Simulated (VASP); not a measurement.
# Be4CN (Cmmm) in VASP: relaxation of cell and atoms with PBE

Aim: the relaxation of cell and atoms of Be4CN with PBE.

Program: VASP 6.6.1. These are calculated values, not measurements. Logs are shortened: lines on timing, memory, paths and dates and some standing lists are left out, and cuts for length are marked.

## 1. The cell of the first run

The structure is orthorhombic, space group Cmmm (No. 65). Conventional cell: a = 3.947 Å, b = 5.218 Å, c = 4.342 Å, α = 90.00°, β = 90.00°, γ = 90.00°. Be (site symmetry m2m) has 3 C at 1.67 to 2.19 Å and 5 Be at 1.88 to 2.28 Å and 2 N at 2.37 Å within 2.4 Å. Within 2.4 Å of Be (site symmetry m2m) lie 3 N at 1.63 to 2.20 Å and 5 Be at 1.96 to 2.28 Å and 2 C at 2.38 Å. Within 2.2 Å of C (site symmetry mmm) lie 6 Be at 1.67 to 2.19 Å. Within 2.4 Å of N (site symmetry mmm) lie 10 Be at 1.63 to 2.37 Å.

The cell was generated, and may not be a known phase.

## 2. Relaxation of cell and atoms, PBE

File INCAR:

```
ALGO = Normal ; EDIFF = 1E-7
EDIFFG = -0.01 ; ENCUT = 910
GGA = PE ; GGA_COMPAT = F
IBRION = 2 ; ISIF = 3
ISMEAR = 0 ; LASPH = T
LCHARG = F ; LREAL = F
LWAVE = F ; NELM = 120
NELMIN = 4 ; NSW = 100
PREC = Accurate ; SIGMA = 0.1
```

File KPOINTS:

```
k-points
0
Gamma
  12 12 10
```

File POSCAR:

```
Be4CN
1.0
    1.9736407596     -2.6088144544      0.0000000000
    1.9736407596      2.6088144544      0.0000000000
    0.0000000000      0.0000000000      4.3421391515
Be C N
4 1 1
Direct
    0.6803827982      0.3196172018      0.0000000000
    0.1876729101      0.8123270899      0.5000000000
    0.8123270899      0.1876729101      0.5000000000
    0.3196172018      0.6803827982      0.0000000000
    0.0000000000      0.0000000000      0.0000000000
    0.5000000000      0.5000000000      0.5000000000
```

Potentials or basis: VASP PAW PBE potentials, release 64 (Be, C_h, N_h).

Started as:

```bash
$ cat potpaw_PBE.64/Be/POTCAR potpaw_PBE.64/C_h/POTCAR potpaw_PBE.64/N_h/POTCAR > POTCAR
$ mpirun -np 1 vasp_std > vasp.out
```

OUTCAR:

```text
EDIFF = 1E-7
   EDIFFG = -0.01
   ENCUT = 910
   GGA = PE
   IBRION = 2
   ISIF = 3
   ISMEAR = 0
   LASPH = T
   LREAL = F
   NELM = 120
   NELMIN = 4
   NSW = 100
   PREC = Accurate

 ion  position               nearest neighbor table
   1  0.680  0.320  0.000-   5 1.67   4 1.88   4 2.10   4 2.10   3 2.28   3 2.28
   2  0.188  0.812  0.500-   6 1.63   3 1.96   3 2.08   3 2.08   4 2.28   4 2.28
   3  0.812  0.188  0.500-   6 1.63   2 1.96   2 2.08   2 2.08   1 2.28   1 2.28
   4  0.320  0.680  0.000-   5 1.67   1 1.88   1 2.10   1 2.10   2 2.28   2 2.28
   5  0.000  0.000  0.000-   1 1.67   4 1.67
   6  0.500  0.500  0.500-   2 1.63   3 1.63

  LATTYP: Found a base centered orthorhombic cell.
 ALAT       =     3.9472815192
 B/A-ratio  =     1.3218284238
 C/A-ratio  =     1.1000328024

  Lattice vectors:

 A1 = (   1.9736407596,  -2.6088144544,   0.0000000000)
 A2 = (   1.9736407596,   2.6088144544,   0.0000000000)
 A3 = (   0.0000000000,   0.0000000000,   4.3421391515)

Analysis of symmetry for initial positions (statically):
=====================================================================
 Subroutine PRICEL returns:
 Original cell was already a primitive cell.

 Routine SETGRP: Setting up the symmetry group for a
 base centered orthorhombic supercell.

 Subroutine GETGRP returns: Found  8 space group operations
 (whereof  8 operations were pure point group operations)
 out of a pool of  8 trial point group operations.

The static configuration has the point symmetry D_2h.

Analysis of symmetry for dynamics (positions and initial velocities):
=====================================================================
 Subroutine PRICEL returns:
 Original cell was already a primitive cell.

 Routine SETGRP: Setting up the symmetry group for a
 base centered orthorhombic supercell.

 Subroutine GETGRP returns: Found  8 space group operations
 (whereof  8 operations were pure point group operations)
 out of a pool of  8 trial point group operations.

The dynamic configuration has the point symmetry D_2h.

 Subroutine INISYM returns: Found  8 space group operations
 (whereof  8 operations are pure point group operations),
 and found     1 'primitive' translations

----------------------------------------------------------------------------------------

                                     Primitive cell

  volume of cell :      44.7142

  direct lattice vectors                    reciprocal lattice vectors
     1.973640760 -2.608814454  0.000000000     0.253338911 -0.191657938  0.000000000
     1.973640760  2.608814454  0.000000000     0.253338911  0.191657938  0.000000000
     0.000000000  0.000000000  4.342139151     0.000000000  0.000000000  0.230301233

  length of vectors
     3.271264389  3.271264389  4.342139151     0.317668647  0.317668647  0.230301233

  position of ions in fractional coordinates (direct lattice)
     0.680382798  0.319617202  0.000000000
     0.187672910  0.812327090  0.500000000
     0.812327090  0.187672910  0.500000000
     0.319617202  0.680382798  0.000000000
     0.000000000  0.000000000  0.000000000
     0.500000000  0.500000000  0.500000000

  ion indices of the primitive-cell ions
   primitive index   ion index
                 1           1
                 2           2
                 3           3
                 4           4
                 5           5
                 6           6

----------------------------------------------------------------------------------------

 KPOINTS: k-points

Automatic generation of k-mesh.
 Grid dimensions read from file:
 generate k-points for:   12   12   10

 Generating k-lattice:

  Cartesian coordinates                     Fractional coordinates (reciprocal lattice)
     0.021111576 -0.015971495  0.000000000     0.083333333  0.000000000  0.000000000
     0.021111576  0.015971495  0.000000000     0.000000000  0.083333333  0.000000000
     0.000000000  0.000000000  0.023030123     0.000000000  0.000000000  0.100000000

  Length of vectors
     0.026472387  0.026472387  0.023030123

  Shift w.r.t. Gamma in fractional coordinates (k-lattice)
     0.000000000  0.000000000  0.000000000

 Subroutine IBZKPT returns following result:
 ===========================================

 Found    258 irreducible k-points:

 Following reciprocal coordinates:
            Coordinates               Weight
  0.000000  0.000000  0.000000      1.000000
  0.083333 -0.000000  0.000000      4.000000
  0.166667 -0.000000  0.000000      4.000000
  0.250000 -0.000000  0.000000      4.000000
  0.333333 -0.000000  0.000000      4.000000
  0.416667 -0.000000  0.000000      4.000000
[... 16 lines left out ...]
  0.500000  0.166667  0.000000      4.000000
 -0.416667  0.166667  0.000000      4.000000
 [... further k-points ...]
   k-points           NKPTS =    258   k-points in BZ     NKDIM =    258   number of bands    NBANDS=     12
   number of dos      NEDOS =    301   number of ions     NIONS =      6
   total plane-waves  NPLWV =  49152
   dimension x,y,z NGX =    32 NGY =   32 NGZ =   48
   dimension x,y,z NGXF=    64 NGYF=   64 NGZF=   96
   ions per type =               4   1   1
   NGX,Y,Z   is equivalent  to a cutoff of  16.26, 16.26, 18.38 a.u.
   NGXF,Y,Z  is equivalent  to a cutoff of  32.52, 32.52, 36.76 a.u.
 SYSTEM =  unknown system
   PREC   = accura    normal or accurate (medium, high low for compatibility)
   ISTART =      0    job   : 0-new  1-cont  2-samecut
   ICHARG =      2    charge: 1-file 2-atom 10-const
   ISPIN  =      1    spin polarized calculation?
   LNONCOLLINEAR =      F non collinear calculations
   LSORBIT =      F    spin-orbit coupling
   LASPH  =      T    aspherical Exc in radial PAW
   ENCUT  =  910.0 eV  66.88 Ry    8.18 a.u.   8.05  8.05 10.68*2*pi/ulx,y,z
   NELM   =    120;   NELMIN=  4; NELMDL= -5     # of ELM steps
   EDIFF  = 0.1E-06   stopping-criterion for ELM
   LREAL  =      F    real-space projection
   EDIFFG = -.1E-01   stopping-criterion for IOM
   NSW    =    100    number of steps for IOM
   IBRION =      2    ionic relax: 0-MD 1-quasi-New 2-CG
   NFREE  =      1    steps in history (QN), initial steepest desc. (CG)
   ISIF   =      3    stress and relaxation
   ISYM   =      2    0-nonsym 1-usesym 2-fastsym
   POTIM  = 0.5000    time-step for ionic-motion
   TEBEG  =    0.0;   TEEND  =   0.0 temperature during run
   PSTRESS=    0.0 pullay stress
   NELECT =      17.0000    total number of electrons
   NUPDOWN=      -1.0000    fix difference up-down
   EMIN   =  10.00;   EMAX   =-10.00  energy-range for DOS
   EFERMI =   0.00;   METHOD = LEGACY
   ISMEAR =     0;   SIGMA  =   0.10  broadening in eV -4-tet -1-fermi 0-gaus
   EFERMI_NEDOS =   21; number of points for ismear=-14 and -15
   IALGO  =     38    algorithm
   IMIX   =      4    mixing-type and parameters
     AMIX     =   0.40;   BMIX     =  1.00
     AMIX_MAG =   1.60;   BMIX_MAG =  1.00
  volume/ion in A,a.u.               =       7.45        50.29
  Fermi-wavevector in a.u.,A,eV,Ry     =   1.185977  2.241171 19.137146  1.406541
  Thomas-Fermi vector in A             =   2.322159
   LORBIT       =      0    0 simple, 1 ext, 2 COOP (PROOUT), +10 PAW based schemes
   GGA     = PE    functional components
   LHFCALC =     F    Hartree Fock is set to
   AEXX    =    0.0000 exact exchange contribution
   IVDW    =     0    specifies the selected vdW correction
   LEPSILON=     F    determine dielectric tensor
   LRPA    =     F    only Hartree local field effects (RPA)
 conjugate gradient relaxation of ions
 non-spin polarized calculation
 Gauss-broadening in eV      SIGMA  =   0.10
  energy-cutoff  :      910.00
  volume of cell :       44.71
 maximum number of plane-waves:      2818
   NGX = 17   NGY = 17   NGZ = 21

--------------------------------------- Ionic step        1  -------------------------------------------

 number of electron      17.0000000 magnetization

 Free energy of the ion-electron system (eV)
  ---------------------------------------------------
  ext. energy  EPLUGINS =         0.00000000
  ---------------------------------------------------
  free energy    TOTEN  =       -29.04801312 eV

  energy without entropy =      -29.04373973  energy(sigma->0) =      -29.04587642

------------------------ aborting loop because EDIFF is reached ----------------------------------------

  FORCE on cell =-STRESS in cart. coord.  units (eV):
  Direction    XX          YY          ZZ          XY          YZ          ZX
  --------------------------------------------------------------------------------------
  -------------------------------------------------------------------------------------
  Total       -0.0306785      0.5028681     -0.5893500     -0.0000000      0.0000000      0.0000000
  in kB       -1.0992575     18.0185418    -21.1173224     -0.0000000      0.0000000      0.0000000
  external PRESSURE =      -1.3993460 kB  Pullay stress =       0.0000000 kB
[... 101 lines left out ...]
  FREE ENERGIE OF THE ION-ELECTRON SYSTEM (eV)
  ---------------------------------------------------
  free  energy   TOTEN  =       -29.0506740870 eV

  energy  without entropy=      -29.0463465097  energy(sigma->0) =      -29.04851030

[... ionic steps 4 to 10 ...]

--------------------------------------- Ionic step       11  -------------------------------------------

 number of electron      17.0000000 magnetization

------------------------ aborting loop because EDIFF is reached ----------------------------------------
[... 75 lines left out ...]
--------------------------------------- Ionic step       13  -------------------------------------------

 number of electron      17.0000000 magnetization

 Free energy of the ion-electron system (eV)
  ---------------------------------------------------
  ext. energy  EPLUGINS =         0.00000000
  ---------------------------------------------------
  free energy    TOTEN  =       -29.06086616 eV

  energy without entropy =      -29.05634226  energy(sigma->0) =      -29.05860421

 E-fermi :   8.3478     XC(G=0): -11.2643

 val. band max:        8.3400151494   @ k =   0.0833  -0.0000   0.3000
 cond. band min:       8.3522586516   @ k =   0.2500   0.2500   0.1000
 fundamental gap:      0.0122435022
 Fermi energy:         8.3477975809

 k-point     1 :       0.0000    0.0000    0.0000
  band No.  band energies     occupation
      1      -9.1344      2.00000
      2      -4.0877      2.00000
      3      -0.2624      2.00000
      4       2.3370      2.00000
      5       3.5926      2.00000
      6       4.6148      2.00000
      7       6.1789      2.00000
      8       6.6008      2.00000
      9       7.0500      2.00000
     10       7.1830      2.00000
     11       8.3776      0.67301
     12      11.6858      0.00000
[... 331 lines left out ...]
 k-point    24 :      -0.4167    0.1667    0.0000
  band No.  band energies     occupation
      1      -8.3389      2.00000
      2      -4.2734      2.00000
      3       0.4036      2.00000
      4       0.8853      2.00000
      5       1.7759      2.00000
      6       3.1864      2.00000
      7       4.1618      2.00000
      8       4.2683      2.00000
      9       7.6722      2.00000
     10      10.1997      0.00000
     11      10.4518      0.00000
     12      11.7511      0.00000

 [... further k-points ...]

------------------------ aborting loop because EDIFF is reached ----------------------------------------

  FORCE on cell =-STRESS in cart. coord.  units (eV):
  Direction    XX          YY          ZZ          XY          YZ          ZX
  --------------------------------------------------------------------------------------
  -------------------------------------------------------------------------------------
  Total        0.0278399     -0.0167221      0.0408352      0.0000000      0.0000000      0.0000000
  in kB        1.0094286     -0.6063168      1.4806167      0.0000000      0.0000000      0.0000000
  external PRESSURE =       0.6279095 kB  Pullay stress =       0.0000000 kB
[... 21 lines left out ...]
  FREE ENERGIE OF THE ION-ELECTRON SYSTEM (eV)
  ---------------------------------------------------
  free  energy   TOTEN  =       -29.0608661610 eV

  energy  without entropy=      -29.0563422615  energy(sigma->0) =      -29.05860421

 reached required accuracy - stopping structural energy minimisation
```

It took 26 min on 1 thread of Intel Xeon Platinum 8488C (Sapphire Rapids), shared host; peak memory 0.51 GiB.

Results:

- Free energy: -29.0609 eV
- Relaxed volume: 7.36 Å³/atom
- Relaxed cell: a = 3.313 Å, b = 3.313 Å, c = 4.152 Å, α = 90.00°, β = 90.00°, γ = 104.17°
- Space group after relaxing (to 0.1 Å): Cmmm (No. 65)
- Energy gained by relaxing: 2.1 meV/atom
- Ionic steps: 13
- Pressure after relaxing: 0.1 GPa
- Largest force after relaxing: 0.004 eV/Å
- Band gap on the k mesh: zero (an odd number of electrons rules out a gap without spin polarisation)

Forces on the atoms (eV/Å):
```
Be   0.000 -0.004  0.000
Be   0.000  0.001  0.000
Be   0.000 -0.001  0.000
Be   0.000  0.004  0.000
C    0.000  0.000  0.000
N    0.000  0.000  0.000
```

Stress tensor (GPa, compression positive):
```
 0.10  0.00  0.00
 0.00 -0.06  0.00
 0.00  0.00  0.15
```

Step by step:
| step | energy change (eV) | largest force (eV/Å) | pressure (GPa) | volume (Å³) |
| --- | --- | --- | --- | --- |
| 1 | 0.0000 | 0.0381 | -0.14 | 44.71 |
| 2 | -0.0027 | 0.0202 | -0.80 | 44.67 |
| 3 | -0.0027 | 0.0239 | -0.85 | 44.67 |
| 4 | -0.0049 | 0.0508 | -0.11 | 44.38 |
| 5 | -0.0059 | 0.0809 | 0.73 | 44.07 |
| 6 | -0.0079 | 0.0193 | 0.55 | 44.05 |
| 7 | -0.0088 | 0.1442 | 0.32 | 44.02 |
| 8 | -0.0101 | 0.1399 | 0.22 | 44.05 |
| 9 | -0.0121 | 0.1258 | -0.02 | 44.13 |
| 10 | -0.0121 | 0.1217 | -0.06 | 44.15 |
| 11 | -0.0128 | 0.0129 | 0.20 | 44.14 |
| 12 | -0.0128 | 0.0112 | 0.20 | 44.14 |
| 13 | -0.0129 | 0.0039 | 0.06 | 44.19 |

Final structure:
```xyz
6
Lattice="2.0357 -2.6137 0.0000 2.0357 2.6137 0.0000 0.0000 0.0000 4.1524" Properties=species:S:1:pos:R:3 pbc="T T T"
Be    2.0357   -0.9411    0.0000
Be    2.0357    1.6316    2.0762
Be    2.0357   -1.6316    2.0762
Be    2.0357    0.9411    4.1524
C     2.0357    2.6137    0.0000
N     2.0357    0.0000    2.0762
```

Levels at points of the mesh, in eV from the Fermi level:
| k point | band 4 | band 5 | band 6 | band 7 | band 8 | band 9 | band 10 | band 11 | band 12 |
| --- | --- | --- | --- | --- | --- | --- | --- | --- | --- |
| (0.00, 0.00, 0.00) | -6.01 | -4.76 | -3.73 | -2.17 | -1.75 | -1.30 | -1.16 | 0.03 | 3.34 |
| (0.50, 0.00, 0.00) | -7.09 | -6.13 | -5.48 | -5.07 | -4.44 | 1.72 | 1.97 | 3.16 | 3.30 |
| (0.50, 0.50, 0.00) | -8.57 | -5.46 | -5.05 | -4.12 | -3.34 | -2.26 | -1.74 | 1.24 | 5.88 |
| (0.00, 0.00, 0.50) | -6.00 | -5.30 | -4.08 | -3.98 | -2.30 | -0.43 | -0.05 | 1.59 | 2.04 |
| (0.50, 0.00, 0.50) | -9.05 | -6.42 | -5.15 | -1.57 | -1.49 | -0.75 | 1.22 | 4.70 | 4.73 |
| (0.50, 0.50, 0.50) | -8.05 | -7.31 | -6.36 | -5.69 | -5.03 | 2.35 | 2.65 | 3.90 | 4.31 |
